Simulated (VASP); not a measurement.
# SiC (P1) in VASP: single point with r2SCAN

Aim: the single point of SiC with r2SCAN.

Everything below comes from runs of VASP 6.6.1. Logs are shortened: lines on timing, memory, paths and dates and some standing lists are left out, and cuts for length are marked.

## Step 1: The cell of the first run

The typed cell holds 16 atoms: a = 6.151 Å, b = 6.151 Å, c = 5.048 Å, α = 90.00°, β = 90.00°, γ = 120.00°.

## Step 2: Single point, r2SCAN

POSCAR

```
SiC
1.0
    6.1507125031      0.0000000001      0.0000000000
   -3.0753562516      5.3266732790      0.0000000000
    0.0000000000      0.0000000000      5.0481081077
Si C
8 8
Direct
    0.1473302421      0.3207225055      0.0104769943
    0.3323153286      0.1751459027      0.4988672878
    0.1911574141      0.8368140426     -0.0120583788
    0.3457872500      0.6684207597      0.4964081487
    0.6433168759      0.3150084325      0.0091047971
    0.8264337029      0.1800074737      0.5009904594
    0.6693206118      0.8308698071     -0.0028684013
    0.8468482709      0.6739551709      0.4949846451
    0.1569977810      0.3264279427      0.3761716190
    0.3204383836      0.1633220125      0.8681785149
    0.1876855913      0.8425645360      0.3679190224
    0.3384588861      0.6543555081      0.8738230057
    0.6592031947      0.3402042710      0.3788690652
    0.8100510579      0.1623373454      0.8757278778
    0.6765280559      0.8435437588      0.3847607774
    0.8447685582      0.6650375975      0.8797519596
```

INCAR.step1

```
SYSTEM = SiC
PREC     = Accurate       ! precision mode
ENCUT    = 520            ! plane-wave cutoff, eV
ISMEAR   = -1             ! smearing method
SIGMA    = 0.086          ! smearing width, eV
LREAL    = Auto         
LASPH    = .True.         ! aspherical terms in the spheres
NELM     = 80             ! most SCF steps
NBANDS   = 46             ! bands
GGA      = PE             ! functional
ALGO     = Normal         ! electronic algorithm
EDIFF    = 1E-4           ! SCF threshold, eV
LWAVE    = .True.         ! write WAVECAR
LCHARG   = .False.        ! write CHGCAR
```

INCAR.step2

```
SYSTEM = SiC
PREC     = Accurate       ! precision mode
ENCUT    = 520            ! plane-wave cutoff, eV
EDIFF    = 1E-6           ! SCF threshold, eV
ISMEAR   = -1             ! smearing method
SIGMA    = 0.086          ! smearing width, eV
LREAL    = Auto         
LASPH    = .True.         ! aspherical terms in the spheres
NELM     = 80             ! most SCF steps
ALGO     = Normal         ! electronic algorithm
ISIF     = 2              ! what is computed and relaxed
LWAVE    = .False.        ! write WAVECAR
LCHARG   = .False.        ! write CHGCAR
METAGGA  = R2SCAN         ! meta-GGA
LMIXTAU  = .True.       
NBANDS   = 46             ! bands
ISTART   = 1
```

KPOINTS

```
Automatic mesh
0
Gamma
  3 3 4
  0 0 0
```

Potentials or basis: VASP PAW PBE potentials, release 64 (Si, C).

On the command line:

```bash
$ cat potpaw_PBE.64/Si/POTCAR potpaw_PBE.64/C/POTCAR > POTCAR
$ cp INCAR.step1 INCAR
$ mpirun -np 1 vasp_std > vasp.out
$ cp INCAR.step2 INCAR
$ mpirun -np 1 vasp_std > vasp.out
```

OUTCAR:

```text
SYSTEM = SiC
   PREC = Accurate
   ENCUT = 520
   EDIFF = 1E-6
   ISMEAR = -1
   LREAL = Auto
   LASPH = .True.
   NELM = 80
   ISIF = 2
   METAGGA = R2SCAN
   ISTART = 1

 ion  position               nearest neighbor table
   1  0.147  0.321  0.010-   9 1.85  10 1.90  12 1.91  14 1.92   7 2.98   6 3.01   2 3.03   3 3.05
                             5 3.07   4 3.08   5 3.08   6 3.09   3 3.12   2 3.13
   2  0.332  0.175  0.499-  13 1.84   9 1.85  10 1.87  11 1.90   5 2.98   4 2.99   6 3.02   1 3.03
                             8 3.04   3 3.06   5 3.06   8 3.12   6 3.13   1 3.13
   3  0.191  0.837  0.988-  12 1.85  10 1.85  11 1.92  16 1.92   5 2.87   7 2.96   4 3.02   1 3.05
                             2 3.06   4 3.09   8 3.09   1 3.12
   4  0.346  0.668  0.496-  15 1.85  11 1.89  12 1.91   9 1.92   2 2.99   3 3.02   7 3.05   6 3.06
                             7 3.06   8 3.07   1 3.08   8 3.09   3 3.09   6 3.10
   5  0.643  0.315  0.009-  14 1.83  10 1.86  13 1.87  16 1.98   3 2.87   2 2.98   6 3.01   7 3.06
                             2 3.06   1 3.07   6 3.08   1 3.08   7 3.10   8 3.11
   6  0.826  0.180  0.501-  13 1.85   9 1.87  15 1.89  14 1.89   8 2.98   5 3.01   1 3.01   2 3.02
                             4 3.06   5 3.08   1 3.09   4 3.10   7 3.12   2 3.13
   7  0.669  0.831  0.997-  12 1.87  14 1.88  16 1.91  15 1.96   3 2.96   1 2.98   4 3.05   4 3.06
                             5 3.06   8 3.08   5 3.10   8 3.10   6 3.12
   8  0.847  0.674  0.495-  13 1.88  15 1.89  11 1.93  16 1.94   6 2.98   2 3.04   4 3.07   7 3.08
                             4 3.09   3 3.09   7 3.10   5 3.11   2 3.12
   9  0.157  0.326  0.376-   1 1.85   2 1.85   6 1.87   4 1.92
  10  0.320  0.163  0.868-   3 1.85   5 1.86   2 1.87   1 1.90
  11  0.188  0.843  0.368-   4 1.89   2 1.90   3 1.92   8 1.93
  12  0.338  0.654  0.874-   3 1.85   7 1.87   4 1.91   1 1.91
  13  0.659  0.340  0.379-   2 1.84   6 1.85   5 1.87   8 1.88
  14  0.810  0.162  0.876-   5 1.83   7 1.88   6 1.89   1 1.92
  15  0.677  0.844  0.385-   4 1.85   6 1.89   8 1.89   7 1.96
  16  0.845  0.665  0.880-   7 1.91   3 1.92   8 1.94   5 1.98

  LATTYP: Found a hexagonal cell.
 ALAT       =     6.1507125031
 C/A-ratio  =     0.8207355010

  Lattice vectors:

 A1 = (   6.1507125031,   0.0000000001,   0.0000000000)
 A2 = (  -3.0753562516,   5.3266732790,   0.0000000000)
 A3 = (   0.0000000000,   0.0000000000,   5.0481081077)

Analysis of symmetry for initial positions (statically):
=====================================================================
 Subroutine PRICEL returns:
 Original cell was already a primitive cell.

 Routine SETGRP: Setting up the symmetry group for a
 hexagonal supercell.

 Subroutine GETGRP returns: Found  1 space group operations
 (whereof  1 operations were pure point group operations)
 out of a pool of 24 trial point group operations.

The static configuration has the point symmetry C_1 .

Analysis of symmetry for dynamics (positions and initial velocities):
=====================================================================
 Subroutine PRICEL returns:
 Original cell was already a primitive cell.

 Routine SETGRP: Setting up the symmetry group for a
 hexagonal supercell.

 Subroutine GETGRP returns: Found  1 space group operations
 (whereof  1 operations were pure point group operations)
 out of a pool of 24 trial point group operations.

The dynamic configuration has the point symmetry C_1 .

 Subroutine INISYM returns: Found  1 space group operations
 (whereof  1 operations are pure point group operations),
 and found     1 'primitive' translations

----------------------------------------------------------------------------------------

                                     Primitive cell

  volume of cell :     165.3903

  direct lattice vectors                    reciprocal lattice vectors
     6.150712503  0.000000000  0.000000000     0.162582790  0.093867218  0.000000000
    -3.075356252  5.326673279  0.000000000    -0.000000000  0.187734435  0.000000000
     0.000000000  0.000000000  5.048108108     0.000000000  0.000000000  0.198094014

  length of vectors
     6.150712503  6.150712503  5.048108108     0.187734435  0.187734435  0.198094014

  position of ions in fractional coordinates (direct lattice)
     0.147330242  0.320722506  0.010476994
     0.332315329  0.175145903  0.498867288
     0.191157414  0.836814043  0.987941621
     0.345787250  0.668420760  0.496408149
     0.643316876  0.315008433  0.009104797
     0.826433703  0.180007474  0.500990459
[... 8 lines left out ...]
     0.676528056  0.843543759  0.384760777
     0.844768558  0.665037598  0.879751960

  ion indices of the primitive-cell ions
   primitive index   ion index
                 1           1
                 2           2
                 3           3
                 4           4
                 5           5
                 6           6
[... 8 lines left out ...]
                15          15
                16          16

----------------------------------------------------------------------------------------

 KPOINTS: Automatic mesh

Automatic generation of k-mesh.
 Grid dimensions read from file:
 generate k-points for:    3    3    4

 Generating k-lattice:

  Cartesian coordinates                     Fractional coordinates (reciprocal lattice)
     0.054194263  0.031289073  0.000000000     0.333333333  0.000000000  0.000000000
    -0.000000000  0.062578145  0.000000000     0.000000000  0.333333333  0.000000000
     0.000000000  0.000000000  0.049523504     0.000000000  0.000000000  0.250000000

  Length of vectors
     0.062578145  0.062578145  0.049523504

  Shift w.r.t. Gamma in fractional coordinates (k-lattice)
     0.000000000  0.000000000  0.000000000

 Subroutine IBZKPT returns following result:
 ===========================================

 Found     19 irreducible k-points:

 Following reciprocal coordinates:
            Coordinates               Weight
  0.000000  0.000000  0.000000      1.000000
  0.333333  0.000000  0.000000      2.000000
 -0.000000  0.333333  0.000000      2.000000
 -0.333333  0.333333  0.000000      2.000000
  0.333333  0.333333  0.000000      2.000000
  0.000000  0.000000  0.250000      2.000000
[... 11 lines left out ...]
 -0.333333  0.333333  0.500000      2.000000
  0.333333  0.333333  0.500000      2.000000
   k-points           NKPTS =     19   k-points in BZ     NKDIM =     19   number of bands    NBANDS=     46
   number of dos      NEDOS =    301   number of ions     NIONS =     16
   total plane-waves  NPLWV =  92160
   dimension x,y,z NGX =    48 NGY =   48 NGZ =   40
   dimension x,y,z NGXF=    96 NGYF=   96 NGZF=   80
   ions per type =               8   8
   NGX,Y,Z   is equivalent  to a cutoff of  12.97, 12.97, 13.17 a.u.
   NGXF,Y,Z  is equivalent  to a cutoff of  25.95, 25.95, 26.35 a.u.
 SYSTEM =  SiC
   PREC   = accura    normal or accurate (medium, high low for compatibility)
   ISTART =      1    job   : 0-new  1-cont  2-samecut
   ICHARG =      0    charge: 1-file 2-atom 10-const
   ISPIN  =      1    spin polarized calculation?
   LNONCOLLINEAR =      F non collinear calculations
   LSORBIT =      F    spin-orbit coupling
   LASPH  =      T    aspherical Exc in radial PAW
   ENCUT  =  520.0 eV  38.22 Ry    6.18 a.u.  11.44 11.44  9.39*2*pi/ulx,y,z
   NELM   =     80;   NELMIN=  2; NELMDL=  0     # of ELM steps
   EDIFF  = 0.1E-05   stopping-criterion for ELM
   LREAL  =      T    real-space projection
   EDIFFG = 0.1E-04   stopping-criterion for IOM
   NSW    =      0    number of steps for IOM
   IBRION =     -1    ionic relax: 0-MD 1-quasi-New 2-CG
   NFREE  =      0    steps in history (QN), initial steepest desc. (CG)
   ISIF   =      2    stress and relaxation
   ISYM   =      2    0-nonsym 1-usesym 2-fastsym
   POTIM  = 0.5000    time-step for ionic-motion
   TEBEG  =    0.0;   TEEND  =   0.0 temperature during run
   PSTRESS=    0.0 pullay stress
   NELECT =      64.0000    total number of electrons
   NUPDOWN=      -1.0000    fix difference up-down
   EMIN   =  10.00;   EMAX   =-10.00  energy-range for DOS
   EFERMI =   0.00;   METHOD = LEGACY
   ISMEAR =    -1;   SIGMA  =   0.09  broadening in eV -4-tet -1-fermi 0-gaus
   EFERMI_NEDOS =   21; number of points for ismear=-14 and -15
   IALGO  =     38    algorithm
   IMIX   =      4    mixing-type and parameters
     AMIX     =   0.40;   BMIX     =  1.00
     AMIX_MAG =   1.60;   BMIX_MAG =  1.00
  volume/ion in A,a.u.               =      10.34        69.76
  Fermi-wavevector in a.u.,A,eV,Ry     =   1.192975  2.254396 19.363676  1.423190
  Thomas-Fermi vector in A             =   2.329001
   LORBIT       =      0    0 simple, 1 ext, 2 COOP (PROOUT), +10 PAW based schemes
   METAGGA = R2SCAN    functional components
   LHFCALC =     F    Hartree Fock is set to
   AEXX    =    0.0000 exact exchange contribution
   IVDW    =     0    specifies the selected vdW correction
   LEPSILON=     F    determine dielectric tensor
   LRPA    =     F    only Hartree local field effects (RPA)
 non-spin polarized calculation
  energy-cutoff  :      520.00
  volume of cell :      165.39
 maximum number of plane-waves:      4482
 NGX is ok and might be reduce to    48
   NGX = 23   NGY = 23   NGZ = 19

 number of electron      64.0000000 magnetization

 Free energy of the ion-electron system (eV)
  ---------------------------------------------------
  ext. energy  EPLUGINS =         0.00000000
  ---------------------------------------------------
  free energy    TOTEN  =      -153.73478247 eV

  energy without entropy =     -153.73478232  energy(sigma->0) =     -153.73478239

 E-fermi :   9.5317     XC(G=0): -11.9335

 val. band max:        8.3192532618   @ k =   0.0000   0.0000   0.0000
 cond. band min:      10.7770672070   @ k =   0.3333   0.3333   0.0000
 fundamental gap:      2.4578139452
 Fermi energy:         9.5317054992

 k-point     1 :       0.0000    0.0000    0.0000
  band No.  band energies     occupation
      1      -8.2445      2.00000
      2      -4.9972      2.00000
      3      -4.8797      2.00000
      4      -4.6836      2.00000
      5      -4.6255      2.00000
      6      -3.3997      2.00000
[... 36 lines left out ...]
     43      15.4422      0.00000
     44      15.6776      0.00000

 k-point     2 :       0.3333    0.0000    0.0000
  band No.  band energies     occupation
      1      -7.7574      2.00000
      2      -6.3433      2.00000
      3      -5.1824      2.00000
      4      -4.9450      2.00000
      5      -4.2111      2.00000
      6      -3.3247      2.00000
[... 791 lines left out ...]
 k-point    19 :       0.3333    0.3333    0.5000
  band No.  band energies     occupation
      1      -5.9202      2.00000
      2      -5.8302      2.00000
      3      -5.6893      2.00000
      4      -5.5898      2.00000
      5      -5.4000      2.00000
      6      -5.1777      2.00000
[... 36 lines left out ...]
     43      15.9005      0.00000
     44      16.0967      0.00000
 [bands above 44 left out]

------------------------ aborting loop because EDIFF is reached ----------------------------------------

  FORCE on cell =-STRESS in cart. coord.  units (eV):
  Direction    XX          YY          ZZ          XY          YZ          ZX
  --------------------------------------------------------------------------------------
  -------------------------------------------------------------------------------------
  Total        0.2678126      0.0665234     -0.0184543     -0.6566095     -0.0540682     -0.0194728
  in kB        2.5943674      0.6444288     -0.1787717     -6.3607392     -0.5237720     -0.1886383
  external PRESSURE =       1.0200082 kB  Pullay stress =       0.0000000 kB

 VOLUME and BASIS-vectors are now :
 -----------------------------------------------------------------------------
  energy-cutoff  :      520.00
  volume of cell :      165.39
      direct lattice vectors                 reciprocal lattice vectors
     6.150712503  0.000000000  0.000000000     0.162582790  0.093867218  0.000000000
    -3.075356252  5.326673279  0.000000000    -0.000000000  0.187734435  0.000000000
     0.000000000  0.000000000  5.048108108     0.000000000  0.000000000  0.198094014

 POSITION                                       TOTAL-FORCE (eV/Angst)
 -----------------------------------------------------------------------------------
     -0.08015      1.70838      0.05289         0.188585      0.490206     -1.413771
      1.50534      0.93294      2.51834         0.098085     -1.077747      0.135579
     -1.39775      4.45744      4.98724        -2.172087     -1.188353      0.729742
      0.07121      3.56046      2.50592        -0.584078     -0.168171      0.237944
      2.98809      1.67795      0.04596         0.399929      2.653296     -0.936721
      4.52957      0.95884      2.52905         0.605745     -1.243021      0.422073
[... 8 lines left out ...]
      1.56693      4.49328      1.94231         0.231892     -0.279849     -1.138834
      3.15070      3.54244      4.44108        -0.360594     -0.246167     -0.254604
 -----------------------------------------------------------------------------------
    total drift:                                0.005044     -0.002033     -0.008885

  FREE ENERGIE OF THE ION-ELECTRON SYSTEM (eV)
  ---------------------------------------------------
  free  energy   TOTEN  =      -153.7347824726 eV

  energy  without entropy=     -153.7347823170  energy(sigma->0) =     -153.73478239
```

Wall time 23 min (1 thread of Intel Xeon 8259CL, shared host); peak memory 0.34 GiB.

What came out:

| Property | Result |
| --- | --- |
| Free energy | -153.7348 eV |
| Pressure | 0.1 GPa |
| Largest force | 2.842 eV/Å |
| Band gap on the k mesh | 2.46 eV |

Forces in eV/Å, atoms in the order of the input:
```
Si   0.189  0.490 -1.414
Si   0.098 -1.078  0.136
Si  -2.172 -1.188  0.730
Si  -0.584 -0.168  0.238
Si   0.400  2.653 -0.937
Si   0.606 -1.243  0.422
Si   0.773 -0.455  0.358
Si  -0.209  0.506  0.628
C   -0.155  1.085  0.349
C    0.152  0.175  0.699
C   -0.595 -0.390  0.322
C   -0.252  0.014 -0.037
C    0.370  0.171 -0.338
C    1.508 -0.047  0.238
C    0.232 -0.280 -1.139
C   -0.361 -0.246 -0.255
```

Stress tensor (GPa, compression positive):
```
 0.26 -0.64 -0.02
-0.64  0.06 -0.05
-0.02 -0.05 -0.02
```

Levels at points of the mesh, in eV from the valence-band top:
```csv
k point,band 29,band 30,band 31,band 32,band 33,band 34,band 35,band 36
"(0.00, 0.00, 0.00)",-1.20,-0.29,-0.19,0.00,2.87,3.08,3.14,4.31
"(0.00, 0.00, 0.50)",-1.06,-0.92,-0.88,-0.65,3.16,3.33,3.54,3.62
```

Caveat: the atoms stand as in a frame of molecular dynamics; the PAW data sets were made with another functional, which shifts forces and pressure a little; an odd mesh through Γ misses points on the zone boundary, where band edges can lie.
